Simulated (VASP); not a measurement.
# CdS (F-43m) in VASP: further runs

CdS is run at these levels: r2SCAN; tasks: single point, relaxation of cell and atoms.

Everything below comes from runs of VASP 6.6.1. Logs are shortened: lines on timing, memory, paths and dates and some standing lists are left out, and cuts for length are marked.

**1. The cell of the first run**

The structure is cubic, space group F-43m (No. 216). Conventional cell: a = 5.879 Å, b = 5.879 Å, c = 5.879 Å, α = 90.00°, β = 90.00°, γ = 90.00°. Cd (site symmetry -43m) has 4 S at 2.55 Å within 3.4 Å. Within 3.4 Å of S (site symmetry -43m) lie 4 Cd at 2.55 Å.

**2. Single point, r2SCAN**

The input, POSCAR:

```
CdS
1.0
    0.0000000000      2.9392797597      2.9392797597
    2.9392797597      0.0000000000      2.9392797597
    2.9392797597      2.9392797597      0.0000000000
Cd S
1 1
Direct
    0.0000000000      0.0000000000      0.0000000000
    0.7500000000      0.7500000000      0.7500000000
```

The input, INCAR.step1:

```
ALGO = Normal ; EDIFF = 1E-4
ENCUT = 520 ; GGA = PE
ISMEAR = 0 ; LASPH = T
LCHARG = F ; LREAL = F
LWAVE = T ; NBANDS = 16
NELM = 80 ; PREC = Accurate
SIGMA = 0.01
```

The input, INCAR.step2:

```
ALGO = Normal ; EDIFF = 1E-6
ENCUT = 520 ; ISIF = 2
ISMEAR = 0 ; ISTART = 1
LASPH = T ; LCHARG = F
LMIXTAU = T ; LREAL = F
LWAVE = F ; METAGGA = R2SCAN
NBANDS = 16 ; NELM = 80
PREC = Accurate ; SIGMA = 0.01
```

The input, KPOINTS:

```
k-points
0
Gamma
  8 8 8
```

Potentials or basis: VASP PAW PBE potentials, release 64 (Cd, S).

On the command line:

```
$ cat potpaw_PBE.64/Cd/POTCAR potpaw_PBE.64/S/POTCAR > POTCAR
$ cp INCAR.step1 INCAR
$ mpirun -np 1 vasp_std > vasp.out
$ cp INCAR.step2 INCAR
$ mpirun -np 1 vasp_std > vasp.out
```

OUTCAR:

```text
EDIFF = 1E-6
   ENCUT = 520
   ISIF = 2
   ISMEAR = 0
   ISTART = 1
   LASPH = T
   LREAL = F
   METAGGA = R2SCAN
   NELM = 80
   PREC = Accurate

 ion  position               nearest neighbor table
   1  0.000  0.000  0.000-   2 2.55   2 2.55   2 2.55   2 2.55
   2  0.750  0.750  0.750-   1 2.55   1 2.55   1 2.55   1 2.55

  LATTYP: Found a face centered cubic cell.
 ALAT       =     5.8785595194

  Lattice vectors:

 A1 = (   0.0000000000,   2.9392797597,   2.9392797597)
 A2 = (   2.9392797597,   0.0000000000,   2.9392797597)
 A3 = (   2.9392797597,   2.9392797597,   0.0000000000)

Analysis of symmetry for initial positions (statically):
=====================================================================
 Subroutine PRICEL returns:
 Original cell was already a primitive cell.

 Routine SETGRP: Setting up the symmetry group for a
 face centered cubic supercell.

 Subroutine GETGRP returns: Found 24 space group operations
 (whereof 24 operations were pure point group operations)
 out of a pool of 48 trial point group operations.

The static configuration has the point symmetry T_d .

Analysis of symmetry for dynamics (positions and initial velocities):
=====================================================================
 Subroutine PRICEL returns:
 Original cell was already a primitive cell.

 Routine SETGRP: Setting up the symmetry group for a
 face centered cubic supercell.

 Subroutine GETGRP returns: Found 24 space group operations
 (whereof 24 operations were pure point group operations)
 out of a pool of 48 trial point group operations.

The dynamic configuration has the point symmetry T_d .

 Subroutine INISYM returns: Found 24 space group operations
 (whereof 24 operations are pure point group operations),
 and found     1 'primitive' translations

----------------------------------------------------------------------------------------

                                     Primitive cell

  volume of cell :      50.7870

  direct lattice vectors                    reciprocal lattice vectors
     0.000000000  2.939279760  2.939279760    -0.170109701  0.170109701  0.170109701
     2.939279760  0.000000000  2.939279760     0.170109701 -0.170109701  0.170109701
     2.939279760  2.939279760  0.000000000     0.170109701  0.170109701 -0.170109701

  length of vectors
     4.156769300  4.156769300  4.156769300     0.294638644  0.294638644  0.294638644

  position of ions in fractional coordinates (direct lattice)
     0.000000000  0.000000000  0.000000000
     0.750000000  0.750000000  0.750000000

  ion indices of the primitive-cell ions
   primitive index   ion index
                 1           1
                 2           2

----------------------------------------------------------------------------------------

 KPOINTS: k-points

Automatic generation of k-mesh.
 Grid dimensions read from file:
 generate k-points for:    8    8    8

 Generating k-lattice:

  Cartesian coordinates                     Fractional coordinates (reciprocal lattice)
    -0.021263713  0.021263713  0.021263713     0.125000000  0.000000000  0.000000000
     0.021263713 -0.021263713  0.021263713     0.000000000  0.125000000  0.000000000
     0.021263713  0.021263713 -0.021263713     0.000000000  0.000000000  0.125000000

  Length of vectors
     0.036829831  0.036829831  0.036829831

  Shift w.r.t. Gamma in fractional coordinates (k-lattice)
     0.000000000  0.000000000  0.000000000

 Subroutine IBZKPT returns following result:
 ===========================================

 Found     29 irreducible k-points:

 Following reciprocal coordinates:
            Coordinates               Weight
  0.000000  0.000000  0.000000      1.000000
  0.125000  0.000000  0.000000      8.000000
  0.250000  0.000000  0.000000      8.000000
  0.375000  0.000000  0.000000      8.000000
  0.500000  0.000000  0.000000      4.000000
  0.125000  0.125000  0.000000      6.000000
[... 16 lines left out ...]
  0.500000  0.250000  0.125000     48.000000
 -0.375000  0.250000  0.125000     24.000000
 [... further k-points ...]
   k-points           NKPTS =     29   k-points in BZ     NKDIM =     29   number of bands    NBANDS=     16
   number of dos      NEDOS =    301   number of ions     NIONS =      2
   total plane-waves  NPLWV =  32768
   dimension x,y,z NGX =    32 NGY =   32 NGZ =   32
   dimension x,y,z NGXF=    64 NGYF=   64 NGZF=   64
   ions per type =               1   1
   NGX,Y,Z   is equivalent  to a cutoff of  12.80, 12.80, 12.80 a.u.
   NGXF,Y,Z  is equivalent  to a cutoff of  25.60, 25.60, 25.60 a.u.
 SYSTEM =  unknown system
   PREC   = accura    normal or accurate (medium, high low for compatibility)
   ISTART =      1    job   : 0-new  1-cont  2-samecut
   ICHARG =      0    charge: 1-file 2-atom 10-const
   ISPIN  =      1    spin polarized calculation?
   LNONCOLLINEAR =      F non collinear calculations
   LSORBIT =      F    spin-orbit coupling
   LASPH  =      T    aspherical Exc in radial PAW
   ENCUT  =  520.0 eV  38.22 Ry    6.18 a.u.   7.73  7.73  7.73*2*pi/ulx,y,z
   NELM   =     80;   NELMIN=  2; NELMDL=  0     # of ELM steps
   EDIFF  = 0.1E-05   stopping-criterion for ELM
   LREAL  =      F    real-space projection
[... 7 lines left out ...]
   TEBEG  =    0.0;   TEEND  =   0.0 temperature during run
   PSTRESS=    0.0 pullay stress
   NELECT =      18.0000    total number of electrons
   NUPDOWN=      -1.0000    fix difference up-down
   EMIN   =  10.00;   EMAX   =-10.00  energy-range for DOS
   EFERMI =   0.00;   METHOD = LEGACY
   ISMEAR =     0;   SIGMA  =   0.01  broadening in eV -4-tet -1-fermi 0-gaus
   EFERMI_NEDOS =   21; number of points for ismear=-14 and -15
   IALGO  =     38    algorithm
   IMIX   =      4    mixing-type and parameters
     AMIX     =   0.40;   BMIX     =  1.00
     AMIX_MAG =   1.60;   BMIX_MAG =  1.00
  volume/ion in A,a.u.               =      25.39       171.36
  Fermi-wavevector in a.u.,A,eV,Ry     =   1.158550  2.189342 18.262255  1.342238
  Thomas-Fermi vector in A             =   2.295151
   LORBIT       =      0    0 simple, 1 ext, 2 COOP (PROOUT), +10 PAW based schemes
   METAGGA = R2SCAN    functional components
   LHFCALC =     F    Hartree Fock is set to
   AEXX    =    0.0000 exact exchange contribution
   IVDW    =     0    specifies the selected vdW correction
   LEPSILON=     F    determine dielectric tensor
   LRPA    =     F    only Hartree local field effects (RPA)
 non-spin polarized calculation
 Gauss-broadening in eV      SIGMA  =   0.01
  energy-cutoff  :      520.00
  volume of cell :       50.79
 maximum number of plane-waves:      1384
   NGX = 15   NGY = 15   NGZ = 15

 number of electron      18.0000005 magnetization

 Free energy of the ion-electron system (eV)
  ---------------------------------------------------
  ext. energy  EPLUGINS =         0.00000000
  ---------------------------------------------------
  free energy    TOTEN  =       -29.68596425 eV

  energy without entropy =      -29.68596425  energy(sigma->0) =      -29.68596425

 E-fermi :   0.9467     XC(G=0):  -9.6187

 val. band max:        0.8519500478   @ k =   0.0000   0.0000   0.0000
 cond. band min:       2.3901210160   @ k =   0.0000   0.0000   0.0000
 fundamental gap:      1.5381709682
 Fermi energy:         0.9466504839

 k-point     1 :       0.0000    0.0000    0.0000
  band No.  band energies     occupation
      1     -11.8789      2.00000
      2      -7.0338      2.00000
      3      -7.0338      2.00000
      4      -7.0338      2.00000
      5      -6.5533      2.00000
      6      -6.5533      2.00000
[... 8 lines left out ...]
     15      12.8275      0.00000
     16      12.8275      0.00000

 k-point     2 :       0.1250    0.0000    0.0000
  band No.  band energies     occupation
      1     -11.8194      2.00000
      2      -7.0116      2.00000
      3      -7.0116      2.00000
      4      -6.9767      2.00000
      5      -6.5541      2.00000
      6      -6.5541      2.00000
[... 8 lines left out ...]
     15      12.1978      0.00000
     16      13.2641      0.00000

 k-point     3 :       0.2500    0.0000    0.0000
  band No.  band energies     occupation
      1     -11.6752      2.00000
      2      -6.9631      2.00000
      3      -6.9631      2.00000
      4      -6.7785      2.00000
      5      -6.5488      2.00000
      6      -6.5488      2.00000
[... 8 lines left out ...]
     15      11.9661      0.00000
     16      12.5389      0.00000

 k-point     4 :       0.3750    0.0000    0.0000
  band No.  band energies     occupation
      1     -11.5310      2.00000
      2      -6.9247      2.00000
      3      -6.9247      2.00000
      4      -6.5302      2.00000
      5      -6.5301      2.00000
      6      -6.4295      2.00000
[... 8 lines left out ...]
     15      12.8811      0.00000
     16      12.8811      0.00000

 k-point     5 :       0.5000    0.0000    0.0000
  band No.  band energies     occupation
      1     -11.4717      2.00000
      2      -6.9126      2.00000
      3      -6.9126      2.00000
      4      -6.5176      2.00000
      5      -6.5176      2.00000
      6      -6.1879      2.00000
[... 8 lines left out ...]
     15      13.9808      0.00000
     16      13.9809      0.00000

 k-point     6 :       0.1250    0.1250    0.0000
  band No.  band energies     occupation
      1     -11.7997      2.00000
      2      -6.9901      2.00000
      3      -6.9901      2.00000
      4      -6.9859      2.00000
      5      -6.5681      2.00000
      6      -6.5411      2.00000
[... 8 lines left out ...]
     15      12.9382      0.00000
     16      13.9380      0.00000
[... 267 lines left out ...]
 k-point    21 :       0.5000    0.5000    0.0000
  band No.  band energies     occupation
      1     -11.3457      2.00000
      2      -6.8006      2.00000
      3      -6.6906      2.00000
      4      -6.6906      2.00000
      5      -6.4699      2.00000
      6      -6.1218      2.00000
[... 8 lines left out ...]
     15      13.8045      0.00000
     16      14.9226      0.00000

 k-point    22 :       0.3750    0.2500    0.1250
  band No.  band energies     occupation
      1     -11.5693      2.00000
      2      -6.9103      2.00000
      3      -6.8842      2.00000
      4      -6.7107      2.00000
      5      -6.5443      2.00000
      6      -6.4948      2.00000
[... 8 lines left out ...]
     15      13.4083      0.00000
     16      15.1460      0.00000

 k-point    23 :       0.5000    0.2500    0.1250
  band No.  band energies     occupation
      1     -11.4559      2.00000
      2      -6.8727      2.00000
      3      -6.8492      2.00000
      4      -6.6144      2.00000
      5      -6.5207      2.00000
      6      -6.2687      2.00000
[... 8 lines left out ...]
     15      14.2457      0.00000
     16      14.5197      0.00000

 k-point    24 :      -0.3750    0.2500    0.1250
  band No.  band energies     occupation
      1     -11.4095      2.00000
      2      -6.8664      2.00000
      3      -6.8329      2.00000
      4      -6.5769      2.00000
      5      -6.5275      2.00000
      6      -6.0791      2.00000
[... 8 lines left out ...]
     15      13.6661      0.00000
     16      14.6120      0.00000

 [... further k-points ...]
[... 5 lines left out ...]
  --------------------------------------------------------------------------------------
  -------------------------------------------------------------------------------------
  Total        0.0899665      0.0899665      0.0899665     -0.0000000      0.0000000     -0.0000000
  in kB        2.8381729      2.8381729      2.8381729     -0.0000000      0.0000000     -0.0000000
  external PRESSURE =       2.8381729 kB  Pullay stress =       0.0000000 kB

 VOLUME and BASIS-vectors are now :
 -----------------------------------------------------------------------------
  energy-cutoff  :      520.00
  volume of cell :       50.79
      direct lattice vectors                 reciprocal lattice vectors
     0.000000000  2.939279760  2.939279760    -0.170109701  0.170109701  0.170109701
     2.939279760  0.000000000  2.939279760     0.170109701 -0.170109701  0.170109701
     2.939279760  2.939279760  0.000000000     0.170109701  0.170109701 -0.170109701

 POSITION                                       TOTAL-FORCE (eV/Angst)
 -----------------------------------------------------------------------------------
      0.00000      0.00000      0.00000         0.000000      0.000000      0.000000
      4.40892      4.40892      4.40892        -0.000000     -0.000000     -0.000000
 -----------------------------------------------------------------------------------
    total drift:                                0.000004      0.000004      0.000004

  FREE ENERGIE OF THE ION-ELECTRON SYSTEM (eV)
  ---------------------------------------------------
  free  energy   TOTEN  =       -29.6859642477 eV

  energy  without entropy=      -29.6859642477  energy(sigma->0) =      -29.68596425
```

It took 100 s on 1 thread of AMD EPYC 7R43 (Zen 3), shared host; peak memory 0.16 GiB.

What came out:

```yaml
Free_energy: -29.6860 eV
Pressure: 0.3 GPa
Band_gap_on_the_k_mesh: 1.54 eV
```

Levels at points of the mesh, in eV from the valence-band top:
```tsv
k point	band 5	band 6	band 7	band 8	band 9	band 10	band 11	band 12	band 13	band 14
(0.00, 0.00, 0.00)	-7.41	-7.41	0.00	0.00	0.00	1.54	7.08	7.08	7.08	11.82
(0.50, 0.00, 0.00)	-7.37	-7.04	-4.32	-0.73	-0.73	3.44	7.48	7.48	7.83	11.49
(0.50, 0.50, 0.00)	-7.32	-6.97	-3.87	-1.84	-1.84	3.88	4.73	9.69	11.40	11.40
```

Caveat: the PAW data sets were made with another functional, which shifts forces and pressure a little. r2SCAN opens gaps a little over a GGA but as a rule still falls short of measured ones.

**3. Single point, r2SCAN**

The input, POSCAR:

```
CdS
1.0
    0.0000000000      2.9392750189      2.9392750189
    2.9392750189      0.0000000000      2.9392750189
    2.9392750189      2.9392750189      0.0000000000
Cd S
1 1
Direct
    0.0000000000      0.0000000000      0.0000000000
    0.7500000000      0.7500000000      0.7500000000
```

The input, INCAR.step1:

```
ALGO     = Normal         # electronic algorithm
EDIFF    = 1E-4           # SCF threshold, eV
ENCUT    = 520            # plane-wave cutoff, eV
GGA      = PE             # functional
ISMEAR   = -1             # smearing method
LASPH    = True           # aspherical terms in the spheres
LCHARG   = False          # write CHGCAR
LREAL    = False          # projectors in reciprocal space
LWAVE    = True           # write WAVECAR
NBANDS   = 16             # bands
NELM     = 80             # most SCF steps
PREC     = Accurate       # precision mode
SIGMA    = 0.1            # smearing width, eV
```

The input, INCAR.step2:

```
ALGO     = Normal         # electronic algorithm
EDIFF    = 1E-7           # SCF threshold, eV
ENCUT    = 520            # plane-wave cutoff, eV
ISIF     = 2              # what is computed and relaxed
ISMEAR   = -1             # smearing method
ISTART   = 1            
LASPH    = True           # aspherical terms in the spheres
LCHARG   = True           # write CHGCAR
LELF     = True           # ELF
LMIXTAU  = True         
LREAL    = False          # projectors in reciprocal space
LVHAR    = True         
LWAVE    = False          # write WAVECAR
METAGGA  = R2SCAN         # meta-GGA
NBANDS   = 16             # bands
NELM     = 80             # most SCF steps
PREC     = Accurate       # precision mode
SIGMA    = 0.1            # smearing width, eV
```

The input, KPOINTS:

```
k-points
0
Gamma
  12 12 12
```

Potentials or basis: VASP PAW PBE potentials, release 64 (Cd, S).

On the command line:

```
$ cat potpaw_PBE.64/Cd/POTCAR potpaw_PBE.64/S/POTCAR > POTCAR
$ cp INCAR.step1 INCAR
$ mpirun -np 1 vasp_std > vasp.out
$ cp INCAR.step2 INCAR
$ mpirun -np 1 vasp_std > vasp.out
```

Wall time 4.9 min (1 thread of AMD EPYC 7R43 (Zen 3), shared host); peak memory 0.18 GiB.

The run converged. Its results:

| Quantity | Value |
| --- | --- |
| Free energy | -29.6861 eV |
| Pressure | 0.3 GPa |
| Band gap on the k mesh | 1.54 eV |

Levels at points of the mesh, in eV from the valence-band top:
| k point | band 7 | band 8 | band 9 | band 10 | band 11 | band 12 |
| --- | --- | --- | --- | --- | --- | --- |
| (0.00, 0.00, 0.00) | 0.00 | 0.00 | 0.00 | 1.54 | 7.08 | 7.08 |
| (0.50, 0.00, 0.00) | -4.32 | -0.73 | -0.73 | 3.44 | 7.48 | 7.48 |
| (0.50, 0.50, 0.00) | -3.87 | -1.84 | -1.84 | 3.88 | 4.73 | 9.69 |

Caveat: the PAW data sets were made with another functional, which shifts forces and pressure a little. A k mesh can miss the band edges.

[end of part 1 of 2]
